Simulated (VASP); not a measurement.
# CdSe (F-43m) in VASP: a series of runs

The runs below take CdSe through relaxation of cell and atoms, with PBE.

Everything below comes from runs of VASP 6.6.1. Logs are shortened: lines on timing, memory, paths and dates and some standing lists are left out, and cuts for length are marked.

## Step 1: The cell of the first run

The structure is cubic, space group F-43m (No. 216). Conventional cell: a = 6.141 Å, b = 6.141 Å, c = 6.141 Å, α = 90.00°, β = 90.00°, γ = 90.00°. Within 3.5 Å of Cd (site symmetry -43m) lie 4 Se at 2.66 Å. Within 3.5 Å of Se (site symmetry -43m) lie 4 Cd at 2.66 Å.

## Step 2: Relaxation of cell and atoms, PBE, target pressure -2 GPa, at which the enthalpy is minimised

Input file INCAR:

```
PREC = Accurate ; ENCUT = 600
EDIFF = 1E-6 ; ISMEAR = -1
SIGMA = 0.1 ; LREAL = False
LASPH = True ; NELM = 100
ALGO = Normal ; ISIF = 3
LWAVE = False ; LCHARG = False
GGA = PE ; IBRION = 2
NSW = 80 ; EDIFFG = -0.01
PSTRESS = -20.0
```

Input file KPOINTS:

```
regular mesh
0
Gamma
  6 6 6
```

Input file POSCAR:

```
CdSe
1.0
    0.0000000000      3.0702712000      3.0702712000
    3.0702712000      0.0000000000      3.0702712000
    3.0702712000      3.0702712000      0.0000000000
Cd Se
1 1
Direct
    0.0000000000      0.0000000000      0.0000000000
    0.7500000000      0.7500000000      0.7500000000
```

Potentials or basis: VASP PAW PBE potentials, release 64 (Cd, Se).

The run is started by

```
$ cat potpaw_PBE.64/Cd/POTCAR potpaw_PBE.64/Se/POTCAR > POTCAR
$ mpirun -np 1 vasp_std > vasp.out
```

OUTCAR:

```text
PREC = Accurate
   ENCUT = 600
   EDIFF = 1E-6
   ISMEAR = -1
   LREAL = False
   LASPH = True
   NELM = 100
   ISIF = 3
   GGA = PE
   IBRION = 2
   NSW = 80
   EDIFFG = -0.01
   PSTRESS = -20.0

 ion  position               nearest neighbor table
   1  0.000  0.000  0.000-   2 2.66   2 2.66   2 2.66   2 2.66
   2  0.750  0.750  0.750-   1 2.66   1 2.66   1 2.66   1 2.66

  LATTYP: Found a face centered cubic cell.
 ALAT       =     6.1405424000

  Lattice vectors:

 A1 = (   0.0000000000,   3.0702712000,   3.0702712000)
 A2 = (   3.0702712000,   0.0000000000,   3.0702712000)
 A3 = (   3.0702712000,   3.0702712000,   0.0000000000)

Analysis of symmetry for initial positions (statically):
=====================================================================
 Subroutine PRICEL returns:
 Original cell was already a primitive cell.

 Routine SETGRP: Setting up the symmetry group for a
 face centered cubic supercell.

 Subroutine GETGRP returns: Found 24 space group operations
 (whereof 24 operations were pure point group operations)
 out of a pool of 48 trial point group operations.

The static configuration has the point symmetry T_d .

Analysis of symmetry for dynamics (positions and initial velocities):
=====================================================================
 Subroutine PRICEL returns:
 Original cell was already a primitive cell.

 Routine SETGRP: Setting up the symmetry group for a
 face centered cubic supercell.

 Subroutine GETGRP returns: Found 24 space group operations
 (whereof 24 operations were pure point group operations)
 out of a pool of 48 trial point group operations.

The dynamic configuration has the point symmetry T_d .

 Subroutine INISYM returns: Found 24 space group operations
 (whereof 24 operations are pure point group operations),
 and found     1 'primitive' translations

----------------------------------------------------------------------------------------

                                     Primitive cell

  volume of cell :      57.8842

  direct lattice vectors                    reciprocal lattice vectors
     0.000000000  3.070271200  3.070271200    -0.162852063  0.162852063  0.162852063
     3.070271200  0.000000000  3.070271200     0.162852063 -0.162852063  0.162852063
     3.070271200  3.070271200  0.000000000     0.162852063  0.162852063 -0.162852063

  length of vectors
     4.342019171  4.342019171  4.342019171     0.282068048  0.282068048  0.282068048

  position of ions in fractional coordinates (direct lattice)
     0.000000000  0.000000000  0.000000000
     0.750000000  0.750000000  0.750000000

  ion indices of the primitive-cell ions
   primitive index   ion index
                 1           1
                 2           2

----------------------------------------------------------------------------------------

 KPOINTS: regular mesh

Automatic generation of k-mesh.
 Grid dimensions read from file:
 generate k-points for:    6    6    6

 Generating k-lattice:

  Cartesian coordinates                     Fractional coordinates (reciprocal lattice)
    -0.027142011  0.027142011  0.027142011     0.166666667  0.000000000  0.000000000
     0.027142011 -0.027142011  0.027142011     0.000000000  0.166666667  0.000000000
     0.027142011  0.027142011 -0.027142011     0.000000000  0.000000000  0.166666667

  Length of vectors
     0.047011341  0.047011341  0.047011341

  Shift w.r.t. Gamma in fractional coordinates (k-lattice)
     0.000000000  0.000000000  0.000000000

 Subroutine IBZKPT returns following result:
 ===========================================

 Found     16 irreducible k-points:

 Following reciprocal coordinates:
            Coordinates               Weight
  0.000000  0.000000  0.000000      1.000000
  0.166667  0.000000  0.000000      8.000000
  0.333333  0.000000  0.000000      8.000000
  0.500000  0.000000  0.000000      4.000000
  0.166667  0.166667  0.000000      6.000000
  0.333333  0.166667  0.000000     24.000000
[... 8 lines left out ...]
 -0.333333  0.333333  0.166667     24.000000
 -0.333333  0.500000  0.166667     12.000000
   k-points           NKPTS =     16   k-points in BZ     NKDIM =     16   number of bands    NBANDS=     13
   number of dos      NEDOS =    301   number of ions     NIONS =      2
   total plane-waves  NPLWV =  46656
   dimension x,y,z NGX =    36 NGY =   36 NGZ =   36
   dimension x,y,z NGXF=    72 NGYF=   72 NGZF=   72
   ions per type =               1   1
   NGX,Y,Z   is equivalent  to a cutoff of  13.78, 13.78, 13.78 a.u.
   NGXF,Y,Z  is equivalent  to a cutoff of  27.57, 27.57, 27.57 a.u.
 SYSTEM =  unknown system
   PREC   = accura    normal or accurate (medium, high low for compatibility)
   ISTART =      0    job   : 0-new  1-cont  2-samecut
   ICHARG =      2    charge: 1-file 2-atom 10-const
   ISPIN  =      1    spin polarized calculation?
   LNONCOLLINEAR =      F non collinear calculations
   LSORBIT =      F    spin-orbit coupling
   LASPH  =      T    aspherical Exc in radial PAW
   ENCUT  =  600.0 eV  44.10 Ry    6.64 a.u.   8.67  8.67  8.67*2*pi/ulx,y,z
   NELM   =    100;   NELMIN=  2; NELMDL= -5     # of ELM steps
   EDIFF  = 0.1E-05   stopping-criterion for ELM
   LREAL  =      F    real-space projection
   EDIFFG = -.1E-01   stopping-criterion for IOM
   NSW    =     80    number of steps for IOM
   IBRION =      2    ionic relax: 0-MD 1-quasi-New 2-CG
   NFREE  =      1    steps in history (QN), initial steepest desc. (CG)
   ISIF   =      3    stress and relaxation
   ISYM   =      2    0-nonsym 1-usesym 2-fastsym
   POTIM  = 0.5000    time-step for ionic-motion
   TEBEG  =    0.0;   TEEND  =   0.0 temperature during run
   PSTRESS=  -20.0 pullay stress
   NELECT =      18.0000    total number of electrons
   NUPDOWN=      -1.0000    fix difference up-down
   EMIN   =  10.00;   EMAX   =-10.00  energy-range for DOS
   EFERMI =   0.00;   METHOD = LEGACY
   ISMEAR =    -1;   SIGMA  =   0.10  broadening in eV -4-tet -1-fermi 0-gaus
   EFERMI_NEDOS =   21; number of points for ismear=-14 and -15
   IALGO  =     38    algorithm
   IMIX   =      4    mixing-type and parameters
     AMIX     =   0.40;   BMIX     =  1.00
     AMIX_MAG =   1.60;   BMIX_MAG =  1.00
  volume/ion in A,a.u.               =      28.94       195.31
  Fermi-wavevector in a.u.,A,eV,Ry     =   1.109121  2.095935 16.737199  1.230149
  Thomas-Fermi vector in A             =   2.245657
   LORBIT       =      0    0 simple, 1 ext, 2 COOP (PROOUT), +10 PAW based schemes
   GGA     = PE    functional components
   LHFCALC =     F    Hartree Fock is set to
   AEXX    =    0.0000 exact exchange contribution
   IVDW    =     0    specifies the selected vdW correction
   LEPSILON=     F    determine dielectric tensor
   LRPA    =     F    only Hartree local field effects (RPA)
 conjugate gradient relaxation of ions
 non-spin polarized calculation
  energy-cutoff  :      600.00
  volume of cell :       57.88
 maximum number of plane-waves:      1964
   NGX = 17   NGY = 17   NGZ = 17

--------------------------------------- Ionic step        1  -------------------------------------------

 number of electron      17.9999997 magnetization

 Free energy of the ion-electron system (eV)
  ---------------------------------------------------
  ext. energy  EPLUGINS =         0.00000000
  ---------------------------------------------------
  free energy    TOTEN  =        -5.48654174 eV

  energy without entropy =       -5.48537759  energy(sigma->0) =       -5.48595967

------------------------ aborting loop because EDIFF is reached ----------------------------------------

  FORCE on cell =-STRESS in cart. coord.  units (eV):
  Direction    XX          YY          ZZ          XY          YZ          ZX
  --------------------------------------------------------------------------------------
  -------------------------------------------------------------------------------------
  Total        0.5577770      0.5577770      0.5577770      0.0000000      0.0000000      0.0000000
  in kB       15.4387087     15.4387087     15.4387087      0.0000000      0.0000000      0.0000000
  external PRESSURE =      35.4387087 kB  Pullay stress =     -20.0000000 kB

 VOLUME and BASIS-vectors are now :
 -----------------------------------------------------------------------------
  energy-cutoff  :      600.00
  volume of cell :       57.88
      direct lattice vectors                 reciprocal lattice vectors
     0.000000000  3.070271200  3.070271200    -0.162852063  0.162852063  0.162852063
     3.070271200  0.000000000  3.070271200     0.162852063 -0.162852063  0.162852063
     3.070271200  3.070271200  0.000000000     0.162852063  0.162852063 -0.162852063

 POSITION                                       TOTAL-FORCE (eV/Angst)
 -----------------------------------------------------------------------------------
      0.00000      0.00000      0.00000        -0.000000     -0.000000     -0.000000
      4.60541      4.60541      4.60541         0.000000      0.000000      0.000000
 -----------------------------------------------------------------------------------
    total drift:                                0.000000      0.000000      0.000000

  FREE ENERGIE OF THE ION-ELECTRON SYSTEM (eV)
  ---------------------------------------------------
  free  energy   TOTEN  =        -5.4865417394 eV
[... 19 lines left out ...]
 VOLUME and BASIS-vectors are now :
 -----------------------------------------------------------------------------
  energy-cutoff  :      600.00
  volume of cell :       63.41
      direct lattice vectors                 reciprocal lattice vectors
    -0.000000000  3.165092402  3.165092402    -0.157973271  0.157973271  0.157973271
     3.165092402 -0.000000000  3.165092402     0.157973271 -0.157973271  0.157973271
     3.165092402  3.165092402  0.000000000     0.157973271  0.157973271 -0.157973271

 POSITION                                       TOTAL-FORCE (eV/Angst)
 -----------------------------------------------------------------------------------
      6.33018      3.16509      3.16509        -0.000000     -0.000000     -0.000000
      4.74764      4.74764      4.74764         0.000000      0.000000      0.000000
 -----------------------------------------------------------------------------------
    total drift:                                0.000000      0.000000      0.000000

  FREE ENERGIE OF THE ION-ELECTRON SYSTEM (eV)
  ---------------------------------------------------
  free  energy   TOTEN  =        -5.4677523093 eV

  energy  without entropy=       -5.4653926396  energy(sigma->0) =       -5.46657247

  enthalpy is  TOTEN    =        -6.2593574190 eV   P V=       -0.7916051098

--------------------------------------- Ionic step        3  -------------------------------------------

 number of electron      18.0000004 magnetization

 Free energy of the ion-electron system (eV)
  ---------------------------------------------------
  ext. energy  EPLUGINS =         0.00000000
  ---------------------------------------------------
  free energy    TOTEN  =        -5.47524672 eV

  energy without entropy =       -5.47302686  energy(sigma->0) =       -5.47413679

 E-fermi :   0.4311     XC(G=0):  -8.3902

 val. band max:        0.1249644169   @ k =   0.0000   0.0000   0.0000
 cond. band min:       0.5024525836   @ k =   0.0000   0.0000   0.0000
 fundamental gap:      0.3774881667
 Fermi energy:         0.4310754339

 k-point     1 :       0.0000    0.0000    0.0000
  band No.  band energies     occupation
      1     -11.9088      2.00000
      2      -7.5028      2.00000
      3      -7.5028      2.00000
      4      -7.5028      2.00000
      5      -7.2354      2.00000
      6      -7.2354      2.00000
      7       0.1250      1.91052
      8       0.1250      1.91052
      9       0.1250      1.91052
     10       0.5025      0.65753
     11       6.0330      0.00000
     12       6.0330      0.00000
     13       6.0330      0.00000

 k-point     2 :       0.1667    0.0000    0.0000
  band No.  band energies     occupation
      1     -11.8388      2.00000
      2      -7.4820      2.00000
      3      -7.4820      2.00000
      4      -7.4280      2.00000
      5      -7.2358      2.00000
      6      -7.2358      2.00000
      7      -1.4475      2.00000
      8      -0.0429      1.98268
      9      -0.0429      1.98268
     10       1.7986      0.00000
     11       5.7420      0.00000
     12       6.3131      0.00000
     13       6.3131      0.00000
[... 235 lines left out ...]
 VOLUME and BASIS-vectors are now :
 -----------------------------------------------------------------------------
  energy-cutoff  :      600.00
  volume of cell :       62.85
      direct lattice vectors                 reciprocal lattice vectors
    -0.000000000  3.155731563  3.155731563    -0.158441867  0.158441867  0.158441867
     3.155731563 -0.000000000  3.155731563     0.158441867 -0.158441867  0.158441867
     3.155731563  3.155731563  0.000000000     0.158441867  0.158441867 -0.158441867

 POSITION                                       TOTAL-FORCE (eV/Angst)
 -----------------------------------------------------------------------------------
     -0.00000      0.00000      0.00000        -0.000000     -0.000000     -0.000000
      4.73360      4.73360      4.73360         0.000000      0.000000      0.000000
 -----------------------------------------------------------------------------------
    total drift:                                0.000000      0.000000      0.000000

  FREE ENERGIE OF THE ION-ELECTRON SYSTEM (eV)
  ---------------------------------------------------
  free  energy   TOTEN  =        -5.4752467178 eV

  energy  without entropy=       -5.4730268634  energy(sigma->0) =       -5.47413679

  enthalpy is  TOTEN    =        -6.2598490049 eV   P V=       -0.7846022871

 reached required accuracy - stopping structural energy minimisation
```

Wall time 15 s (1 thread of Intel Xeon 6975P-C (Granite Rapids), shared host); peak memory 0.21 GiB.

What came out:

```
Free energy                                            : -5.4752 eV
Relaxed volume                                         : 31.43 Å³/atom
Relaxed cell                                           : a = 4.463 Å, b = 4.463 Å, c = 4.463 Å, α = 60.00°, β = 60.00°, γ = 60.00°
Space group after relaxing (to 0.05 Å)                 : F-43m (No. 216)
Energy change on relaxing (the enthalpy is what falls) : +5.6 meV/atom
Ionic steps                                            : 3
Pressure after relaxing                                : -2.0 GPa
Band gap on the k mesh                                 : 0.38 eV, direct
```

The path:
```csv
step,energy change (eV),largest force (eV/Å),pressure (GPa),volume (Å³)
1,0.0000,0.0000,1.54,57.88
2,0.0188,0.0000,-2.30,63.41
3,0.0113,0.0000,-1.98,62.85
```

Final structure:
```
CELL_PARAMETERS angstrom
0.00000 3.15573 3.15573
3.15573 0.00000 3.15573
3.15573 3.15573 0.00000
ATOMIC_POSITIONS crystal
Cd 0.00000 0.00000 0.00000
Se 0.75000 0.75000 0.75000
```

Caveat: the cell is relaxed towards a set pressure, so the enthalpy falls and the energy may rise.

## Step 3: Relaxation of cell and atoms, PBE

Input file INCAR:

```
PREC = Accurate
ENCUT = 600
EDIFF = 1E-6
ISMEAR = -1
SIGMA = 0.1
LREAL = False
LASPH = True
NELM = 80
ALGO = Normal
ISIF = 3
LWAVE = False
LCHARG = False
GGA = PE
IBRION = 2
NSW = 80
EDIFFG = -0.01
```

KPOINTS is that of step 2.

POSCAR is that of step 2.

Potentials or basis: VASP PAW PBE potentials, release 64 (Cd, Se).

The run is started by

```
$ cat potpaw_PBE.64/Cd/POTCAR potpaw_PBE.64/Se/POTCAR > POTCAR
$ mpirun -np 1 vasp_std > vasp.out
```

Run time: 15 s. Hardware: 1 thread of Intel Xeon 6975P-C (Granite Rapids), shared host; peak memory 0.21 GiB.

Results (log left out):

- Free energy: -5.4953 eV
- Relaxed volume: 29.88 Å³/atom
- Relaxed cell: a = 4.389 Å, b = 4.389 Å, c = 4.389 Å, α = 60.00°, β = 60.00°, γ = 60.00°
- Space group after relaxing (to 0.05 Å): F-43m (No. 216)
- Energy gained by relaxing: 4.4 meV/atom
- Ionic steps: 3
- Pressure after relaxing: 0.0 GPa
- Band gap on the k mesh: 0.48 eV, direct

Step by step:
```tsv
step	energy change (eV)	largest force (eV/Å)	pressure (GPa)	volume (Å³)
1	0.0000	0.0000	1.54	57.88
2	-0.0083	0.0000	-0.35	60.25
3	-0.0088	0.0000	0.01	59.77
```

Final structure:
```
Cd Se
1.0
     0.00000    3.10318    3.10318
     3.10318    0.00000    3.10318
     3.10318    3.10318    0.00000
Cd Se
1 1
Direct
  0.00000 0.00000 0.00000
  0.75000 0.75000 0.75000
```

Levels at points of the mesh, in eV from the valence-band top:
```
           k point  band 7  band 8  band 9  band 10  band 11  band 12
(0.00, 0.00, 0.00)    0.00    0.00    0.00     0.48     5.93     5.93
(0.50, 0.00, 0.00)   -4.05   -0.67   -0.67     2.31     6.42     6.42
(0.50, 0.50, 0.00)   -3.81   -1.66   -1.66     3.24     3.69     8.84
```
